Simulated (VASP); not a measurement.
# Bi2Te2O3 (R-3m) in VASP: a series of runs, part 2 of 2

VASP 6.6.1.

## Step 4: Relaxation of cell and atoms, PBE

This run uses another cell than the first one, of 19.47 Å³/atom.

File INCAR:

```
PREC     = Accurate       # precision mode
ENCUT    = 600            # plane-wave cutoff, eV
EDIFF    = 1E-7           # SCF threshold, eV
ISMEAR   = 0              # smearing method
SIGMA    = 0.15           # smearing width, eV
LREAL    = F              # projectors in reciprocal space
LASPH    = T              # aspherical terms in the spheres
NELM     = 60             # most SCF steps
ALGO     = Normal         # electronic algorithm
ISIF     = 3              # what is computed and relaxed
LWAVE    = F              # write WAVECAR
LCHARG   = F              # write CHGCAR
GGA      = PE             # functional
IBRION   = 2              # ionic algorithm
NSW      = 36             # ionic steps
EDIFFG   = -0.08          # ionic threshold
```

File KPOINTS:

```
Automatic mesh
0
Gamma
  3 3 3
```

File POSCAR:

```
Bi2Te2O3
1.0
    2.8424314600      1.6410785700      4.8704657100
   -2.8424314600      1.6410785700      4.8704657100
    0.0000000000     -3.2821571400      4.8704657100
Bi Te O
2 2 3
Direct
    0.0000000000      0.0000000000      0.0000000000
    0.5000000000      0.5000000000      0.5000000000
    0.7210000200      0.7210000200      0.7210000200
    0.2789999800      0.2789999800      0.2789999800
    0.0000000000      0.0000000000      0.5000000000
    0.0000000000      0.5000000000      0.0000000000
    0.5000000000      0.0000000000      0.0000000000
```

Potentials or basis: VASP PAW PBE potentials, release 64 (Bi_d, Te, O).

Run with:

```bash
$ cat potpaw_PBE.64/Bi_d/POTCAR potpaw_PBE.64/Te/POTCAR potpaw_PBE.64/O/POTCAR > POTCAR
$ mpirun -np 1 vasp_std > vasp.out
```

OUTCAR:

```text
PREC = Accurate
   ENCUT = 600
   EDIFF = 1E-7
   ISMEAR = 0
   LREAL = F
   LASPH = T
   NELM = 60
   ISIF = 3
   GGA = PE
   IBRION = 2
   NSW = 36
   EDIFFG = -0.08

 ion  position               nearest neighbor table
   1  0.000  0.000  0.000-   6 2.94   7 2.94   6 2.94   7 2.94   5 2.94   5 2.94   4 3.38   3 3.38
                             4 3.38   3 3.38   4 3.38   3 3.38
   2  0.500  0.500  0.500-   5 2.84   5 2.84   6 2.84   7 2.84   7 2.84   6 2.84   3 3.23   4 3.23
                             4 3.67   3 3.67   3 3.67   4 3.67   4 3.67   3 3.67
   3  0.721  0.721  0.721-   6 2.32   7 2.32   5 2.32   2 3.23   1 3.38   1 3.38   1 3.38   4 3.65
                             4 3.65   4 3.65   2 3.67   2 3.67   2 3.67
   4  0.279  0.279  0.279-   6 2.32   7 2.32   5 2.32   2 3.23   1 3.38   1 3.38   1 3.38   3 3.65
                             3 3.65   3 3.65   2 3.67   2 3.67   2 3.67
   5  0.000  0.000  0.500-   3 2.32   4 2.32   2 2.84   2 2.84   1 2.94   1 2.94
   6  0.000  0.500  0.000-   3 2.32   4 2.32   2 2.84   2 2.84   1 2.94   1 2.94
   7  0.500  0.000  0.000-   3 2.32   4 2.32   2 2.84   2 2.84   1 2.94   1 2.94

  LATTYP: Found a trigonal (rhomboedric) cell.
 ALAT       =     5.8731585804
 COS(alpha) =     0.5315464396

  Lattice vectors:

 A1 = (   2.8424314600,   1.6410785700,   4.8704657100)
 A2 = (  -2.8424314600,   1.6410785700,   4.8704657100)
 A3 = (   0.0000000000,  -3.2821571400,   4.8704657100)

Analysis of symmetry for initial positions (statically):
=====================================================================
 Subroutine PRICEL returns:
 Original cell was already a primitive cell.

 Routine SETGRP: Setting up the symmetry group for a
 trigonal (rhombohedral) supercell.

 Subroutine GETGRP returns: Found 12 space group operations
 (whereof 12 operations were pure point group operations)
 out of a pool of 12 trial point group operations.

The static configuration has the point symmetry D_3d.

Analysis of symmetry for dynamics (positions and initial velocities):
[... 112 lines left out ...]
   PSTRESS=    0.0 pullay stress
   NELECT =      60.0000    total number of electrons
   NUPDOWN=      -1.0000    fix difference up-down
   EMIN   =  10.00;   EMAX   =-10.00  energy-range for DOS
   EFERMI =   0.00;   METHOD = LEGACY
   ISMEAR =     0;   SIGMA  =   0.15  broadening in eV -4-tet -1-fermi 0-gaus
   EFERMI_NEDOS =   21; number of points for ismear=-14 and -15
   IALGO  =     38    algorithm
   IMIX   =      4    mixing-type and parameters
     AMIX     =   0.40;   BMIX     =  1.00
     AMIX_MAG =   1.60;   BMIX_MAG =  1.00
  volume/ion in A,a.u.               =      19.47       131.41
  Fermi-wavevector in a.u.,A,eV,Ry     =   1.245312  2.353299 21.099945  1.550802
  Thomas-Fermi vector in A             =   2.379540
   LORBIT       =      0    0 simple, 1 ext, 2 COOP (PROOUT), +10 PAW based schemes
   GGA     = PE    functional components
   LHFCALC =     F    Hartree Fock is set to
   AEXX    =    0.0000 exact exchange contribution
   IVDW    =     0    specifies the selected vdW correction
   LEPSILON=     F    determine dielectric tensor
   LRPA    =     F    only Hartree local field effects (RPA)
 conjugate gradient relaxation of ions
 non-spin polarized calculation
 Gauss-broadening in eV      SIGMA  =   0.15
  energy-cutoff  :      600.00
  volume of cell :      136.31
 maximum number of plane-waves:      4559
   NGX = 23   NGY = 23   NGZ = 23

--------------------------------------- Ionic step        1  -------------------------------------------

 number of electron      60.0000002 magnetization

 Free energy of the ion-electron system (eV)
  ---------------------------------------------------
  ext. energy  EPLUGINS =         0.00000000
  ---------------------------------------------------
  free energy    TOTEN  =       -30.17016494 eV

  energy without entropy =      -30.13294966  energy(sigma->0) =      -30.15155730

------------------------ aborting loop because EDIFF is reached ----------------------------------------

  FORCE on cell =-STRESS in cart. coord.  units (eV):
  Direction    XX          YY          ZZ          XY          YZ          ZX
  --------------------------------------------------------------------------------------
  -------------------------------------------------------------------------------------
  Total       -3.6386702     -3.6386702     -3.8151938      0.0000000      0.0000000      0.0000000
  in kB      -42.7673327    -42.7673327    -44.8421133      0.0000000      0.0000000      0.0000000
  external PRESSURE =     -43.4589262 kB  Pullay stress =       0.0000000 kB
[... 151 lines left out ...]
--------------------------------------- Ionic step        5  -------------------------------------------

 number of electron      60.0000008 magnetization

 Free energy of the ion-electron system (eV)
  ---------------------------------------------------
  ext. energy  EPLUGINS =         0.00000000
  ---------------------------------------------------
  free energy    TOTEN  =       -30.31296580 eV

  energy without entropy =      -30.28390211  energy(sigma->0) =      -30.29843396

 E-fermi :   8.4882     XC(G=0): -10.8394

 val. band max:        8.3178061096   @ k =  -0.3333   0.3333   0.3333
 cond. band min:       8.5036414537   @ k =   0.3333   0.3333  -0.0000
 fundamental gap:      0.1858353441
 Fermi energy:         8.4881923816

 k-point     1 :       0.0000    0.0000    0.0000
  band No.  band energies     occupation
      1     -15.2565      2.00000
      2     -15.2565      2.00000
      3     -15.1323      2.00000
      4     -15.1127      2.00000
      5     -15.1127      2.00000
      6     -15.0844      2.00000
[... 257 lines left out ...]
  FREE ENERGIE OF THE ION-ELECTRON SYSTEM (eV)
  ---------------------------------------------------
  free  energy   TOTEN  =       -30.3129658015 eV

  energy  without entropy=      -30.2839021115  energy(sigma->0) =      -30.29843396

 reached required accuracy - stopping structural energy minimisation
```

OSZICAR:

```text
N       E                     dE             d eps       ncg     rms          rms(c)
DAV:   1     0.700092217256E+03    0.70009E+03   -0.31385E+04   432   0.199E+03
DAV:   2     0.582576848377E+02   -0.64183E+03   -0.62949E+03   480   0.504E+02
DAV:   3    -0.307552738364E+02   -0.89013E+02   -0.85639E+02   520   0.190E+02
[... 59 lines left out ...]
DAV:   6    -0.303129660544E+02    0.13861E-04   -0.34379E-04   532   0.122E-01    0.422E-02
DAV:   7    -0.303129653775E+02    0.67685E-06   -0.43185E-05   568   0.853E-02    0.107E-02
DAV:   8    -0.303129659134E+02   -0.53584E-06   -0.48592E-06   544   0.170E-02    0.346E-03
DAV:   9    -0.303129658129E+02    0.10049E-06   -0.10839E-06   628   0.168E-02    0.114E-03
DAV:  10    -0.303129658015E+02    0.11426E-07   -0.16004E-07   284   0.524E-03
   5 F= -.30312966E+02 E0= -.30298434E+02  d E =-.323612E-01
```

Run time: 5.6 min. Hardware: 1 thread of Intel Xeon Platinum 8259CL at 2.50GHz (Skylake/Cascade Lake), shared host; peak memory 0.35 GiB.

Results:

- Free energy: -30.3130 eV
- Relaxed volume: 18.52 Å³/atom
- Relaxed cell: a = 5.858 Å, b = 5.858 Å, c = 5.858 Å, α = 56.19°, β = 56.19°, γ = 56.19°
- Space group after relaxing (to 0.1 Å): R-3m (No. 166)
- Energy gained by relaxing: 20.4 meV/atom
- Ionic steps: 5
- Pressure after relaxing: 0.4 GPa
- Largest force after relaxing: 0.048 eV/Å
- Band gap on the k mesh: zero (bands 30 and 31 overlap by 0.83 eV)

Forces in eV/Å, atoms in the order of the input:
```
Bi   0.000  0.000  0.000
Bi   0.000  0.000  0.000
Te   0.000  0.000  0.048
Te   0.000  0.000 -0.048
O    0.000  0.000  0.000
O    0.000  0.000  0.000
O    0.000  0.000  0.000
```

The path:
| step | energy change (eV) | largest force (eV/Å) | pressure (GPa) | volume (Å³) |
| --- | --- | --- | --- | --- |
| 1 | 0.0000 | 0.7260 | -4.35 | 136.31 |
| 2 | -0.0729 | 0.1219 | 3.30 | 126.16 |
| 3 | -0.1104 | 0.2228 | 0.20 | 129.73 |
| 4 | -0.1243 | 0.1812 | 0.20 | 129.72 |
| 5 | -0.1428 | 0.0478 | 0.38 | 129.64 |

Final structure:
```yaml
crystal:
  lattice:
    - [2.75897, 1.59289, 4.91643]
    - [-2.75897, 1.59289, 4.91643]
    - [0.00000, -3.18578, 4.91643]
  atoms:
    - { symbol: Bi, position: [0.00000, 0.00000, 0.00000] }
    - { symbol: Bi, position: [0.50000, 0.50000, 0.50000] }
    - { symbol: Te, position: [0.72568, 0.72568, 0.72568] }
    - { symbol: Te, position: [0.27432, 0.27432, 0.27432] }
    - { symbol: O, position: [0.00000, 0.00000, 0.50000] }
    - { symbol: O, position: [0.00000, 0.50000, 0.00000] }
    - { symbol: O, position: [0.50000, 0.00000, 0.00000] }
```

Caveat: the k points lie up to 0.46 Å⁻¹ apart in the final cell, too coarse for converged energies and pressures of a metal; spin-orbit coupling is left out, which moves the levels of the heavy elements; the relaxation stopped at a loose force limit of 0.08 eV/Å, so its end isn't a converged minimum.

## Step 5: Summary

```csv
task,cell,k mesh,cutoff (eV),gap on the mesh (eV),pressure (GPa),relaxed volume (Å³/atom),largest force (eV/Å)
single point,"a = 13.726 Å, angles 15.5°, 7 atoms, atomic positions A",4 × 4 × 4,520,0.36,0.1,-,0.01
relaxation of cell and atoms,"relaxed from a = 5.721 Å, angles 60.7°, 7 atoms, atomic positions B",3 × 3 × 3,600,none,0.3,22.28,0.05
relaxation of cell and atoms,"relaxed from a = 5.873 Å, angles 57.9°, 7 atoms, atomic positions C",3 × 3 × 3,600,none,0.4,18.52,0.05
```

Alike in all rows: level PBE; potentials or basis VASP PAW PBE potentials, release 64 (Bi_d, Te, O); no spin polarisation; smearing gaussian 0.15 eV.

Caveats: all runs use coarse meshes; spin-orbit coupling is left out, which moves the levels of the heavy elements; the relaxation stopped at a loose force limit of 0.08 eV/Å, so its end isn't a converged minimum (at least some runs); the volume moved by over 15 % at a fixed basis, so the end points are rough (at least some runs).

Absolute energies hang on the potentials; compare differences alone.

The gap in the log of VASP goes by the Fermi energy; the results here count the filled bands.